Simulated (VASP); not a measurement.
# Sc (Im-3m) in VASP: a series of runs

Sc is run at these levels: PBEsol; tasks: single point.

All numbers are computed with VASP 6.6.1; they aren't measurements. Logs are shortened: lines on timing, memory, paths and dates and some standing lists are left out, and cuts for length are marked.

### Step 1. The cell of the first run

It takes space group Im-3m (No. 229, cubic). Conventional cell: a = 3.138 Å, b = 3.138 Å, c = 3.138 Å, α = 90.00°, β = 90.00°, γ = 90.00°. Within 3.6 Å of Sc (site symmetry m-3m) lie 14 Sc at 2.72 to 3.14 Å.

### Step 2. Single point, PBEsol

Input file INCAR:

```
  PREC = Accurate
  ENCUT = 520
  EDIFF = 1E-6
  ISMEAR = 0
  SIGMA = 0.05
  LREAL = F
  LASPH = T
  NELM = 100
  ALGO = Normal
  ISIF = 2
  LWAVE = F
  LCHARG = T
  GGA = PS
  LELF = T
  LVHAR = T
  NBANDS = 12
```

Input file KPOINTS:

```
Automatic mesh
0
Gamma
  9 9 9
```

Input file POSCAR:

```
Sc
1.0
    1.5692046112      1.5692046112      1.5692046112
   -1.5692046112      1.5692046112      1.5692046112
   -1.5692046112     -1.5692046112      1.5692046112
Sc
1
Direct
    0.0000000000      0.0000000000      0.0000000000
```

Potentials or basis: VASP PAW PBE potentials, release 64 (Sc_sv).

Run with:

```sh
> cat potpaw_PBE.64/Sc_sv/POTCAR > POTCAR
> mpirun -np 1 vasp_std > vasp.out
```

OUTCAR:

```text
PREC = Accurate
   ENCUT = 520
   EDIFF = 1E-6
   ISMEAR = 0
   LREAL = F
   LASPH = T
   NELM = 100
   ISIF = 2
   GGA = PS

 ion  position               nearest neighbor table
   1  0.000  0.000  0.000-

  LATTYP: Found a body centered cubic cell.
 ALAT       =     3.1384092224

  Lattice vectors:

 A1 = (   1.5692046112,  -1.5692046112,  -1.5692046112)
 A2 = (   1.5692046112,   1.5692046112,   1.5692046112)
 A3 = (  -1.5692046112,  -1.5692046112,   1.5692046112)

Analysis of symmetry for initial positions (statically):
=====================================================================
 Subroutine PRICEL returns:
 Original cell was already a primitive cell.

 Routine SETGRP: Setting up the symmetry group for a
 body centered cubic supercell.

 Subroutine GETGRP returns: Found 48 space group operations
 (whereof 48 operations were pure point group operations)
 out of a pool of 48 trial point group operations.

The static configuration has the point symmetry O_h .

Analysis of symmetry for dynamics (positions and initial velocities):
=====================================================================
 Subroutine PRICEL returns:
 Original cell was already a primitive cell.

 Routine SETGRP: Setting up the symmetry group for a
 body centered cubic supercell.

 Subroutine GETGRP returns: Found 48 space group operations
 (whereof 48 operations were pure point group operations)
 out of a pool of 48 trial point group operations.

The dynamic configuration has the point symmetry O_h .

 Subroutine INISYM returns: Found 48 space group operations
 (whereof 48 operations are pure point group operations),
 and found     1 'primitive' translations

----------------------------------------------------------------------------------------

                                     Primitive cell

  volume of cell :      15.4561

  direct lattice vectors                    reciprocal lattice vectors
     1.569204611  1.569204611  1.569204611     0.318632762  0.000000000  0.318632762
    -1.569204611  1.569204611  1.569204611    -0.318632762  0.318632762  0.000000000
    -1.569204611 -1.569204611  1.569204611     0.000000000 -0.318632762  0.318632762

  length of vectors
     2.717942114  2.717942114  2.717942114     0.450614774  0.450614774  0.450614774

  position of ions in fractional coordinates (direct lattice)
     0.000000000  0.000000000  0.000000000

  ion indices of the primitive-cell ions
   primitive index   ion index
                 1           1

----------------------------------------------------------------------------------------

 KPOINTS: Automatic mesh

Automatic generation of k-mesh.
 Grid dimensions read from file:
 generate k-points for:    9    9    9

 Generating k-lattice:

  Cartesian coordinates                     Fractional coordinates (reciprocal lattice)
     0.035403640  0.000000000  0.035403640     0.111111111  0.000000000  0.000000000
    -0.035403640  0.035403640  0.000000000     0.000000000  0.111111111  0.000000000
     0.000000000 -0.035403640  0.035403640     0.000000000  0.000000000  0.111111111

  Length of vectors
     0.050068308  0.050068308  0.050068308

  Shift w.r.t. Gamma in fractional coordinates (k-lattice)
     0.000000000  0.000000000  0.000000000

 Subroutine IBZKPT returns following result:
 ===========================================

 Found     35 irreducible k-points:

 Following reciprocal coordinates:
            Coordinates               Weight
  0.000000  0.000000  0.000000      1.000000
  0.111111  0.000000  0.000000     12.000000
  0.222222  0.000000  0.000000     12.000000
  0.333333  0.000000  0.000000     12.000000
  0.444444  0.000000  0.000000     12.000000
  0.222222  0.111111  0.000000     24.000000
[... 16 lines left out ...]
  0.111111 -0.444444  0.111111     24.000000
  0.222222 -0.444444  0.111111     24.000000
 [... further k-points ...]
   k-points           NKPTS =     35   k-points in BZ     NKDIM =     35   number of bands    NBANDS=     12
   number of dos      NEDOS =    301   number of ions     NIONS =      1
   total plane-waves  NPLWV =   8000
   dimension x,y,z NGX =    20 NGY =   20 NGZ =   20
   dimension x,y,z NGXF=    40 NGYF=   40 NGZF=   40
   ions per type =               1
   NGX,Y,Z   is equivalent  to a cutoff of  12.23, 12.23, 12.23 a.u.
   NGXF,Y,Z  is equivalent  to a cutoff of  24.47, 24.47, 24.47 a.u.
 SYSTEM =  unknown system
   PREC   = accura    normal or accurate (medium, high low for compatibility)
   ISTART =      0    job   : 0-new  1-cont  2-samecut
   ICHARG =      2    charge: 1-file 2-atom 10-const
   ISPIN  =      1    spin polarized calculation?
   LNONCOLLINEAR =      F non collinear calculations
   LSORBIT =      F    spin-orbit coupling
   LASPH  =      T    aspherical Exc in radial PAW
   ENCUT  =  520.0 eV  38.22 Ry    6.18 a.u.   5.05  5.05  5.05*2*pi/ulx,y,z
   NELM   =    100;   NELMIN=  2; NELMDL= -5     # of ELM steps
   EDIFF  = 0.1E-05   stopping-criterion for ELM
   LREAL  =      F    real-space projection
   EDIFFG = 0.1E-04   stopping-criterion for IOM
   NSW    =      0    number of steps for IOM
   IBRION =     -1    ionic relax: 0-MD 1-quasi-New 2-CG
   NFREE  =      0    steps in history (QN), initial steepest desc. (CG)
   ISIF   =      2    stress and relaxation
   ISYM   =      2    0-nonsym 1-usesym 2-fastsym
   POTIM  = 0.5000    time-step for ionic-motion
   TEBEG  =    0.0;   TEEND  =   0.0 temperature during run
   PSTRESS=    0.0 pullay stress
   NELECT =      11.0000    total number of electrons
   NUPDOWN=      -1.0000    fix difference up-down
   EMIN   =  10.00;   EMAX   =-10.00  energy-range for DOS
   EFERMI =   0.00;   METHOD = LEGACY
   ISMEAR =     0;   SIGMA  =   0.05  broadening in eV -4-tet -1-fermi 0-gaus
   EFERMI_NEDOS =   21; number of points for ismear=-14 and -15
   IALGO  =     38    algorithm
   IMIX   =      4    mixing-type and parameters
     AMIX     =   0.40;   BMIX     =  1.00
     AMIX_MAG =   1.60;   BMIX_MAG =  1.00
  volume/ion in A,a.u.               =      15.46       104.30
  Fermi-wavevector in a.u.,A,eV,Ry     =   1.461637  2.762093 29.067246  2.136382
  Thomas-Fermi vector in A             =   2.577945
   LORBIT       =      0    0 simple, 1 ext, 2 COOP (PROOUT), +10 PAW based schemes
   GGA     = PS    functional components
   LHFCALC =     F    Hartree Fock is set to
   AEXX    =    0.0000 exact exchange contribution
   IVDW    =     0    specifies the selected vdW correction
   LEPSILON=     F    determine dielectric tensor
   LRPA    =     F    only Hartree local field effects (RPA)
 non-spin polarized calculation
 Gauss-broadening in eV      SIGMA  =   0.05
  energy-cutoff  :      520.00
  volume of cell :       15.46
 maximum number of plane-waves:       430
   NGX = 11   NGY = 11   NGZ = 11

 number of electron      10.9999997 magnetization

 Free energy of the ion-electron system (eV)
  ---------------------------------------------------
  ext. energy  EPLUGINS =         0.00000000
  ---------------------------------------------------
  free energy    TOTEN  =        -5.59177456 eV

  energy without entropy =       -5.58898890  energy(sigma->0) =       -5.59038173

 E-fermi :   6.8460     XC(G=0): -12.0882

 val. band max:        6.8089001930   @ k =   0.4444   0.2222   0.0000
 cond. band min:       6.8659143048   @ k =  -0.4444   0.1111   0.0000
 fundamental gap:      0.0570141118
 Fermi energy:         6.8460468886

 k-point     1 :       0.0000    0.0000    0.0000
  band No.  band energies     occupation
      1     -41.5078      2.00000
      2     -19.3102      2.00000
      3     -19.3102      2.00000
      4     -19.3102      2.00000
      5       1.2544      2.00000
      6       8.9089      0.00000
      7       8.9089      0.00000
      8       8.9089      0.00000
      9      11.3530      0.00000
     10      11.3530      0.00000
     11      24.4162      0.00000
     12      24.4162      0.00000

 k-point     2 :       0.1111    0.0000    0.0000
  band No.  band energies     occupation
      1     -41.4606      2.00000
      2     -19.5281      2.00000
      3     -19.3709      2.00000
      4     -19.3132      2.00000
      5       1.7719      2.00000
      6       8.6099      0.00000
      7       8.7732      0.00000
      8       9.3520      0.00000
      9      11.0189      0.00000
     10      11.3675      0.00000
     11      24.5486      0.00000
     12      24.5825      0.00000

 k-point     3 :       0.2222    0.0000    0.0000
  band No.  band energies     occupation
      1     -41.3395      2.00000
      2     -20.0559      2.00000
      3     -19.5216      2.00000
      4     -19.3214      2.00000
      5       3.0493      2.00000
      6       7.9328      0.00000
      7       8.1805      0.00000
      8      10.5821      0.00000
      9      10.8956      0.00000
     10      11.4701      0.00000
     11      23.7681      0.00000
     12      23.8798      0.00000

 k-point     4 :       0.3333    0.0000    0.0000
  band No.  band energies     occupation
      1     -41.1985      2.00000
      2     -20.6211      2.00000
      3     -19.6880      2.00000
      4     -19.3309      2.00000
      5       4.1336      2.00000
      6       7.2664      0.00000
      7       8.0626      0.00000
      8      11.2524      0.00000
      9      11.7179      0.00000
     10      12.2659      0.00000
     11      21.5136      0.00000
     12      22.1516      0.00000

 k-point     5 :       0.4444    0.0000    0.0000
  band No.  band energies     occupation
      1     -41.1046      2.00000
      2     -20.9735      2.00000
      3     -19.7938      2.00000
      4     -19.3374      2.00000
      5       4.2753      2.00000
      6       6.8756      0.40286
      7       9.0578      0.00000
      8      11.4753      0.00000
      9      11.9789      0.00000
     10      13.6624      0.00000
     11      19.5303      0.00000
     12      20.8817      0.00000

 k-point     6 :       0.2222    0.1111    0.0000
  band No.  band energies     occupation
      1     -41.3764      2.00000
      2     -19.8880      2.00000
      3     -19.4453      2.00000
      4     -19.3630      2.00000
      5       2.6906      2.00000
      6       8.2159      0.00000
      7       8.2399      0.00000
      8      10.2633      0.00000
      9      10.6639      0.00000
     10      11.5668      0.00000
     11      24.1750      0.00000
     12      24.6782      0.00000

 k-point     7 :       0.3333    0.1111    0.0000
  band No.  band energies     occupation
      1     -41.2450      2.00000
      2     -20.3859      2.00000
      3     -19.6338      2.00000
      4     -19.3904      2.00000
      5       4.0278      2.00000
      6       7.4751      0.00000
      7       7.7208      0.00000
      8      10.7675      0.00000
      9      11.7970      0.00000
     10      11.8815      0.00000
     11      22.6872      0.00000
     12      23.0909      0.00000

 k-point     8 :       0.4444    0.1111    0.0000
  band No.  band energies     occupation
      1     -41.1270      2.00000
      2     -20.7968      2.00000
      3     -19.8128      2.00000
      4     -19.4042      2.00000
      5       4.6399      2.00000
      6       7.0274      0.00000
      7       8.0657      0.00000
      8      11.2153      0.00000
      9      12.0699      0.00000
     10      13.5429      0.00000
     11      20.2944      0.00000
     12      21.6098      0.00000
[... 166 lines left out ...]
 k-point    20 :       0.1111    0.3333    0.1111
  band No.  band energies     occupation
      1     -41.2771      2.00000
      2     -20.3000      2.00000
      3     -19.4756      2.00000
      4     -19.4756      2.00000
      5       3.8605      2.00000
      6       7.4788      0.00000
      7       7.4788      0.00000
      8      11.3428      0.00000
      9      11.3428      0.00000
     10      11.8562      0.00000
     11      23.3829      0.00000
     12      23.3829      0.00000

 k-point    21 :      -0.4444    0.3333    0.1111
  band No.  band energies     occupation
      1     -41.0075      2.00000
      2     -20.6568      2.00000
      3     -20.3318      2.00000
      4     -19.5880      2.00000
      5       6.1692      2.00000
      6       6.2300      2.00000
      7       7.3590      0.00000
      8      11.2363      0.00000
      9      12.2053      0.00000
     10      16.3732      0.00000
     11      19.2925      0.00000
     12      19.4336      0.00000

 k-point    22 :       0.1111    0.4444    0.1111
  band No.  band energies     occupation
      1     -41.1622      2.00000
      2     -20.6341      2.00000
      3     -19.7293      2.00000
      4     -19.5104      2.00000
      5       5.0928      2.00000
      6       6.9434      0.00587
      7       7.1828      0.00000
      8      11.4836      0.00000
      9      11.7936      0.00000
     10      13.6863      0.00000
     11      21.3860      0.00000
     12      21.9900      0.00000

 k-point    23 :       0.1111   -0.4444    0.1111
  band No.  band energies     occupation
      1     -41.0861      2.00000
      2     -20.8060      2.00000
      3     -19.9360      2.00000
      4     -19.5332      2.00000
      5       5.2363      2.00000
      6       6.6794      2.00000
      7       8.0807      0.00000
      8      11.6942      0.00000
      9      12.0356      0.00000
     10      15.1386      0.00000
     11      19.2019      0.00000
     12      21.0012      0.00000

 k-point    24 :       0.2222   -0.4444    0.1111
  band No.  band energies     occupation
      1     -41.0888      2.00000
      2     -20.6726      2.00000
      3     -19.9680      2.00000
      4     -19.6543      2.00000
      5       6.0227      2.00000
      6       6.6752      2.00000
      7       7.1302      0.00000
      8      11.7463      0.00000
      9      12.0366      0.00000
     10      15.5682      0.00000
     11      20.1368      0.00000
     12      20.2301      0.00000

 [... further k-points ...]
[... 5 lines left out ...]
  --------------------------------------------------------------------------------------
  -------------------------------------------------------------------------------------
  Total        4.3719172      4.3719172      4.3719172      0.0000000      0.0000000      0.0000000
  in kB      453.1936220    453.1936220    453.1936220      0.0000000      0.0000000      0.0000000
  external PRESSURE =     453.1936220 kB  Pullay stress =       0.0000000 kB

 VOLUME and BASIS-vectors are now :
 -----------------------------------------------------------------------------
  energy-cutoff  :      520.00
  volume of cell :       15.46
      direct lattice vectors                 reciprocal lattice vectors
     1.569204611  1.569204611  1.569204611     0.318632762  0.000000000  0.318632762
    -1.569204611  1.569204611  1.569204611    -0.318632762  0.318632762  0.000000000
    -1.569204611 -1.569204611  1.569204611     0.000000000 -0.318632762  0.318632762

 POSITION                                       TOTAL-FORCE (eV/Angst)
 -----------------------------------------------------------------------------------
      0.00000      0.00000      0.00000         0.000000     -0.000000      0.000000
 -----------------------------------------------------------------------------------
    total drift:                               -0.000000     -0.000000      0.000000

  FREE ENERGIE OF THE ION-ELECTRON SYSTEM (eV)
  ---------------------------------------------------
  free  energy   TOTEN  =        -5.5917745640 eV

  energy  without entropy=       -5.5889888966  energy(sigma->0) =       -5.59038173
```

Run time: 5.3 s. Hardware: 1 thread of Intel Xeon 6975P-C, shared host; peak memory 0.13 GiB.

What came out:

```
Free energy : -5.5918 eV
Pressure    : 45.3 GPa
```

Caveat: the PAW data sets were made with another functional, which shifts forces and pressure a little.

### Step 3. Single point, PBEsol

This run uses another cell than the first one, of 17.13 Å³/atom, 1.108 times its volume.

Input file INCAR:

```
ALGO = Normal ; EDIFF = 1E-7
ENCUT = 520 ; GGA = PS
ISIF = 2 ; ISMEAR = 0
LASPH = True ; LCHARG = False
LREAL = False ; LWAVE = False
NBANDS = 12 ; NELM = 100
PREC = Accurate ; SIGMA = 0.05
```

Input file KPOINTS:

```
k-points
0
Gamma
  9 9 9
```

Input file POSCAR:

```
Sc
1.0
    1.6237904608      1.6237904608      1.6237904608
   -1.6237904608      1.6237904608      1.6237904608
   -1.6237904608     -1.6237904608      1.6237904608
Sc
1
Direct
    0.0000000000      0.0000000000      0.0000000000
```

Potentials or basis: VASP PAW PBE potentials, release 64 (Sc_sv).

Run with:

```sh
> cat potpaw_PBE.64/Sc_sv/POTCAR > POTCAR
> mpirun -np 1 vasp_std > vasp.out
```

Wall time 6.5 s (1 thread of Intel Xeon 6975P-C, shared host); peak memory 0.14 GiB.

It converged, with:

```yaml
Free_energy: -5.9815 eV
Pressure: 30.2 GPa
```

Levels at points of the mesh, in eV from the Fermi level:
```csv
k point,band 1,band 2,band 3,band 4,band 5,band 6,band 7,band 8,band 9,band 10
"(0.00, 0.00, 0.00)",-48.50,-26.56,-26.56,-26.56,-5.64,1.94,1.94,1.94,4.13,4.13
```

Caveat: the PAW data sets were made with another functional, which shifts forces and pressure a little.
